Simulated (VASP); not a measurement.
# B3H2 (P4/m) in VASP: single point with PBE

Aim: the single point of B3H2 with PBE.

Everything below comes from runs of VASP 6.6.1. Logs are shortened: lines on timing, memory, paths and dates and some standing lists are left out, and cuts for length are marked.

### Step 1. The cell of the first run

The structure is tetragonal, space group P4/m (No. 83). The conventional cell has a = 4.556 Å, b = 4.556 Å, c = 2.907 Å, α = 90.00°, β = 90.00°, γ = 90.00°. Within 2.6 Å of B (site symmetry 4/m) lie 4 B at 1.97 Å and 8 H at 2.10 Å. B (site symmetry 4/m) has 4 H at 1.92 Å and 8 B at 2.10 Å within 2.5 Å. Within 2.6 Å of B (site symmetry m) lie 6 B at 1.96 to 2.14 Å and 6 H at 1.97 to 2.06 Å. Within 2.5 Å of H (site symmetry m) lie 9 B at 1.92 to 2.10 Å and 3 H at 2.08 to 2.15 Å.

### Step 2. Single point, PBE

File POSCAR:

```
B3H2
1.0
    4.5560950000      0.0000000000      0.0000000000
    0.0000000000      4.5560950000      0.0000000000
    0.0000000000      0.0000000000      2.9073740000
B H
6 4
Direct
    0.0000000000      0.0000000000      0.0000000000
    0.5000000000      0.5000000000      0.5000000000
    0.1860000000      0.3910000000      0.0000000000
    0.6090000000      0.1860000000      0.0000000000
    0.8140000000      0.6090000000      0.0000000000
    0.3910000000      0.8140000000      0.0000000000
    0.3090000000      0.1250000000      0.5000000000
    0.8750000000      0.3090000000      0.5000000000
    0.6910000000      0.8750000000      0.5000000000
    0.1250000000      0.6910000000      0.5000000000
```

File INCAR.step1:

```
ALGO = Normal ; EDIFF = 1E-6
ENCUT = 520 ; GGA = PE
ISIF = 2 ; ISMEAR = -1
LASPH = T ; LCHARG = T
LREAL = F ; LWAVE = F
NBANDS = 22 ; NELM = 80
PREC = Accurate ; SIGMA = 0.1
```

File KPOINTS.step1:

```
k-points
0
Gamma
  6 6 9
```

File INCAR.step2:

```
ALGO = Normal ; EDIFF = 1E-6
ENCUT = 520 ; GGA = PE
ICHARG = 11 ; ISIF = 2
ISMEAR = -5 ; LASPH = T
LCHARG = F ; LORBIT = 10
LREAL = F ; LWAVE = F
NEDOS = 2001 ; NELM = 80
PREC = Accurate ; SIGMA = 0.1
```

File KPOINTS.step2:

```
k-points
0
Gamma
  9 9 14
```

Potentials or basis: VASP PAW PBE potentials, release 64 (B, H).

The run is started by

```
$ cat potpaw_PBE.64/B/POTCAR potpaw_PBE.64/H/POTCAR > POTCAR
$ cp INCAR.step1 INCAR
$ cp KPOINTS.step1 KPOINTS
$ mpirun -np 1 vasp_std > vasp.out
$ cp INCAR.step2 INCAR
$ cp KPOINTS.step2 KPOINTS
$ mpirun -np 1 vasp_std > vasp.out
```

OUTCAR:

```text
EDIFF = 1E-6
   ENCUT = 520
   GGA = PE
   ICHARG = 11
   ISIF = 2
   ISMEAR = -5
   LASPH = T
   LORBIT = 10
   LREAL = F
   NELM = 80
   PREC = Accurate

 ion  position               nearest neighbor table
   1  0.000  0.000  0.000-   3 1.97   4 1.97   5 1.97   6 1.97
   2  0.500  0.500  0.500-   3 2.10   4 2.10   5 2.10   6 2.10   3 2.10   4 2.10   5 2.10   6 2.10

   3  0.186  0.391  0.000-   5 1.96   1 1.97   2 2.10   2 2.10   6 2.14   4 2.14
   4  0.609  0.186  0.000-   6 1.96   1 1.97   2 2.10   2 2.10   3 2.14   5 2.14
   5  0.814  0.609  0.000-   3 1.96   1 1.97   2 2.10   2 2.10   6 2.14   4 2.14
   6  0.391  0.814  0.000-   4 1.96   1 1.97   2 2.10   2 2.10   5 2.14   3 2.14
   7  0.309  0.125  0.500-
   8  0.875  0.309  0.500-
   9  0.691  0.875  0.500-
  10  0.125  0.691  0.500-

  LATTYP: Found a simple tetragonal cell.
 ALAT       =     4.5560950000
 C/A-ratio  =     0.6381284850

  Lattice vectors:

 A1 = (   4.5560950000,   0.0000000000,   0.0000000000)
 A2 = (   0.0000000000,   4.5560950000,   0.0000000000)
 A3 = (   0.0000000000,   0.0000000000,   2.9073740000)

Analysis of symmetry for initial positions (statically):
=====================================================================
 Subroutine PRICEL returns:
 Original cell was already a primitive cell.

 Routine SETGRP: Setting up the symmetry group for a
 simple tetragonal supercell.

 Subroutine GETGRP returns: Found  8 space group operations
 (whereof  8 operations were pure point group operations)
 out of a pool of 16 trial point group operations.

The static configuration has the point symmetry C_4h.

Analysis of symmetry for dynamics (positions and initial velocities):
=====================================================================
 Subroutine PRICEL returns:
 Original cell was already a primitive cell.

 Routine SETGRP: Setting up the symmetry group for a
 simple tetragonal supercell.

 Subroutine GETGRP returns: Found  8 space group operations
 (whereof  8 operations were pure point group operations)
 out of a pool of 16 trial point group operations.

The dynamic configuration has the point symmetry C_4h.

 Subroutine INISYM returns: Found  8 space group operations
 (whereof  8 operations are pure point group operations),
 and found     1 'primitive' translations

----------------------------------------------------------------------------------------

                                     Primitive cell

  volume of cell :      60.3513

  direct lattice vectors                    reciprocal lattice vectors
     4.556095000  0.000000000  0.000000000     0.219486205  0.000000000  0.000000000
     0.000000000  4.556095000  0.000000000     0.000000000  0.219486205  0.000000000
     0.000000000  0.000000000  2.907374000     0.000000000  0.000000000  0.343952997

  length of vectors
     4.556095000  4.556095000  2.907374000     0.219486205  0.219486205  0.343952997

  position of ions in fractional coordinates (direct lattice)
     0.000000000  0.000000000  0.000000000
     0.500000000  0.500000000  0.500000000
     0.186000000  0.391000000  0.000000000
     0.609000000  0.186000000  0.000000000
     0.814000000  0.609000000  0.000000000
     0.391000000  0.814000000  0.000000000
     0.309000000  0.125000000  0.500000000
     0.875000000  0.309000000  0.500000000
     0.691000000  0.875000000  0.500000000
     0.125000000  0.691000000  0.500000000

  ion indices of the primitive-cell ions
   primitive index   ion index
                 1           1
                 2           2
                 3           3
                 4           4
                 5           5
                 6           6
                 7           7
                 8           8
                 9           9
                10          10

----------------------------------------------------------------------------------------

 KPOINTS: k-points

Automatic generation of k-mesh.
 Grid dimensions read from file:
 generate k-points for:    9    9   14

 Generating k-lattice:

  Cartesian coordinates                     Fractional coordinates (reciprocal lattice)
     0.024387356  0.000000000  0.000000000     0.111111111  0.000000000  0.000000000
     0.000000000  0.024387356  0.000000000     0.000000000  0.111111111  0.000000000
     0.000000000  0.000000000  0.024568071     0.000000000  0.000000000  0.071428571

  Length of vectors
     0.024387356  0.024387356  0.024568071

  Shift w.r.t. Gamma in fractional coordinates (k-lattice)
     0.000000000  0.000000000  0.000000000

 TETIRR: Found   3199 inequivalent tetrahedra from     6804

 Subroutine IBZKPT returns following result:
 ===========================================

 Found    168 irreducible k-points:

 Following reciprocal coordinates:
            Coordinates               Weight
  0.000000  0.000000  0.000000      1.000000
  0.111111  0.000000  0.000000      4.000000
  0.222222  0.000000  0.000000      4.000000
  0.333333  0.000000  0.000000      4.000000
  0.444444  0.000000  0.000000      4.000000
  0.111111  0.111111  0.000000      4.000000
[... 16 lines left out ...]
  0.111111  0.000000  0.071429      8.000000
  0.222222  0.000000  0.071429      8.000000
 [... further k-points ...]
   k-points           NKPTS =    168   k-points in BZ     NKDIM =    168   number of bands    NBANDS=     17
   number of dos      NEDOS =   2001   number of ions     NIONS =     10
   total plane-waves  NPLWV =  31104
   dimension x,y,z NGX =    36 NGY =   36 NGZ =   24
   dimension x,y,z NGXF=    72 NGYF=   72 NGZF=   48
   ions per type =               6   4
   NGX,Y,Z   is equivalent  to a cutoff of  13.14, 13.14, 13.72 a.u.
   NGXF,Y,Z  is equivalent  to a cutoff of  26.27, 26.27, 27.45 a.u.
 SYSTEM =  unknown system
   PREC   = accura    normal or accurate (medium, high low for compatibility)
   ISTART =      0    job   : 0-new  1-cont  2-samecut
   ICHARG =     11    charge: 1-file 2-atom 10-const
   ISPIN  =      1    spin polarized calculation?
   LNONCOLLINEAR =      F non collinear calculations
   LSORBIT =      F    spin-orbit coupling
   LASPH  =      T    aspherical Exc in radial PAW
   ENCUT  =  520.0 eV  38.22 Ry    6.18 a.u.   8.47  8.47  5.41*2*pi/ulx,y,z
   NELM   =     80;   NELMIN=  2; NELMDL=  0     # of ELM steps
   EDIFF  = 0.1E-05   stopping-criterion for ELM
   LREAL  =      F    real-space projection
   EDIFFG = 0.1E-04   stopping-criterion for IOM
   NSW    =      0    number of steps for IOM
   IBRION =     -1    ionic relax: 0-MD 1-quasi-New 2-CG
   NFREE  =      0    steps in history (QN), initial steepest desc. (CG)
   ISIF   =      2    stress and relaxation
   ISYM   =      2    0-nonsym 1-usesym 2-fastsym
   POTIM  = 0.5000    time-step for ionic-motion
   TEBEG  =    0.0;   TEEND  =   0.0 temperature during run
   PSTRESS=    0.0 pullay stress
   NELECT =      22.0000    total number of electrons
   NUPDOWN=      -1.0000    fix difference up-down
   EMIN   =  10.00;   EMAX   =-10.00  energy-range for DOS
   EFERMI =   0.00;   METHOD = LEGACY
   ISMEAR =    -5;   SIGMA  =   0.10  broadening in eV -4-tet -1-fermi 0-gaus
   EFERMI_NEDOS =   21; number of points for ismear=-14 and -15
   IALGO  =     38    algorithm
   IMIX   =      4    mixing-type and parameters
     AMIX     =   0.40;   BMIX     =  1.00
     AMIX_MAG =   1.60;   BMIX_MAG =  1.00
  volume/ion in A,a.u.               =       6.04        40.73
  Fermi-wavevector in a.u.,A,eV,Ry     =   1.169464  2.209967 18.607959  1.367646
  Thomas-Fermi vector in A             =   2.305937
   LORBIT       =     10    0 simple, 1 ext, 2 COOP (PROOUT), +10 PAW based schemes
   GGA     = PE    functional components
   LHFCALC =     F    Hartree Fock is set to
   AEXX    =    0.0000 exact exchange contribution
   IVDW    =     0    specifies the selected vdW correction
   LEPSILON=     F    determine dielectric tensor
   LRPA    =     F    only Hartree local field effects (RPA)
 non-spin polarized calculation
 Fermi weights with tetrahedron method with Bloechl corrections
  energy-cutoff  :      520.00
  volume of cell :       60.35
 maximum number of plane-waves:      1643
 NGX is ok and might be reduce to    36

 number of electron      22.0000001 magnetization

 Free energy of the ion-electron system (eV)
  ---------------------------------------------------
  ext. energy  EPLUGINS =         0.00000000
  ---------------------------------------------------
  free energy    TOTEN  =       -39.69524234 eV

  energy without entropy =      -39.69524234  energy(sigma->0) =      -39.69524234

 E-fermi :   5.5654     XC(G=0): -11.5346

 val. band max:        5.7511060142   @ k =   0.1111   0.0000   0.4286
 cond. band min:       5.4026331255   @ k =  -0.4444   0.3333  -0.3571
 fundamental gap:     -0.3484728887
 Fermi energy:         5.5653997889

 k-point     1 :       0.0000    0.0000    0.0000
  band No.  band energies     occupation
      1      -9.8095      2.00000
      2      -4.0576      2.00000
      3      -4.0576      2.00000
      4      -3.6133      2.00000
      5      -3.3603      2.00000
      6       1.9960      2.00000
[... 9 lines left out ...]
     16       9.9081      0.00000
     17       9.9549      0.00000
[... 441 lines left out ...]
 k-point    24 :       0.2222    0.0000    0.0714
  band No.  band energies     occupation
      1      -9.4413      2.00000
      2      -6.0071      2.00000
      3      -3.7198      2.00000
      4      -3.2107      2.00000
      5      -1.3031      2.00000
      6       0.5963      2.00000
[... 9 lines left out ...]
     16      10.0369      0.00000
     17      10.3372      0.00000

 [... further k-points ...]

------------------------ aborting loop because EDIFF is reached ----------------------------------------

  FORCE on cell =-STRESS in cart. coord.  units (eV):
  Direction    XX          YY          ZZ          XY          YZ          ZX
  --------------------------------------------------------------------------------------
  -------------------------------------------------------------------------------------
  Total      -10.2706666    -10.2706666     -7.7571909      0.0000000      0.0000000     -0.0000000
  in kB     -272.6608411   -272.6608411   -205.9342678      0.0000000      0.0000000     -0.0000000
  external PRESSURE =    -250.4186500 kB  Pullay stress =       0.0000000 kB

 VOLUME and BASIS-vectors are now :
 -----------------------------------------------------------------------------
  energy-cutoff  :      520.00
  volume of cell :       60.35
      direct lattice vectors                 reciprocal lattice vectors
     4.556095000  0.000000000  0.000000000     0.219486205  0.000000000  0.000000000
     0.000000000  4.556095000  0.000000000     0.000000000  0.219486205  0.000000000
     0.000000000  0.000000000  2.907374000     0.000000000  0.000000000  0.343952997

 POSITION                                       TOTAL-FORCE (eV/Angst)
 -----------------------------------------------------------------------------------
      0.00000      0.00000      0.00000         0.000000      0.000000      0.000000
      2.27805      2.27805      1.45369         0.000000      0.000000      0.000000
      0.84743      1.78143      0.00000        -0.276855      0.111369     -0.000000
      2.77466      0.84743      0.00000        -0.111369     -0.276855      0.000000
      3.70866      2.77466      0.00000         0.276855     -0.111369      0.000000
      1.78143      3.70866      0.00000         0.111369      0.276855     -0.000000
      1.40783      0.56951      1.45369        -0.105084      0.109585     -0.000000
      3.98658      1.40783      1.45369        -0.109585     -0.105084      0.000000
      3.14826      3.98658      1.45369         0.105084     -0.109585      0.000000
      0.56951      3.14826      1.45369         0.109585      0.105084     -0.000000
 -----------------------------------------------------------------------------------
    total drift:                                0.000000      0.000000     -0.000000

  FREE ENERGIE OF THE ION-ELECTRON SYSTEM (eV)
  ---------------------------------------------------
  free  energy   TOTEN  =       -39.6952423352 eV

  energy  without entropy=      -39.6952423352  energy(sigma->0) =      -39.69524234

 total charge

# of ion       s       p       d       tot
------------------------------------------
    1        0.701   0.926   0.000   1.628
    2        0.642   0.985   0.000   1.627
    3        0.700   0.911   0.000   1.611
    4        0.700   0.911   0.000   1.611
    5        0.700   0.911   0.000   1.611
    6        0.700   0.911   0.000   1.611
    7        0.372   0.026   0.000   0.398
    8        0.372   0.026   0.000   0.398
    9        0.372   0.026   0.000   0.398
   10        0.372   0.026   0.000   0.398
--------------------------------------------------
tot          5.634   5.659   0.000  11.292
```

It took 2 min on 1 thread of AMD EPYC 7R43 (Zen 3), shared host; peak memory 0.23 GiB.

Results:

* Valence electrons inside the program's atomic spheres: B 1.63, 1.61 (each value once); H 0.40

Levels at points of the mesh, in eV from the Fermi level:
```csv
k point,band 9,band 10,band 11,band 12,band 13,band 14
"(0.00, 0.00, 0.00)",-2.25,-2.16,1.23,3.64,4.27,4.27
"(0.00, 0.00, 0.50)",-4.19,-3.75,-0.53,-0.53,-0.48,0.20
```

Caveat: tetrahedron occupations give inexact forces and stress in metals.
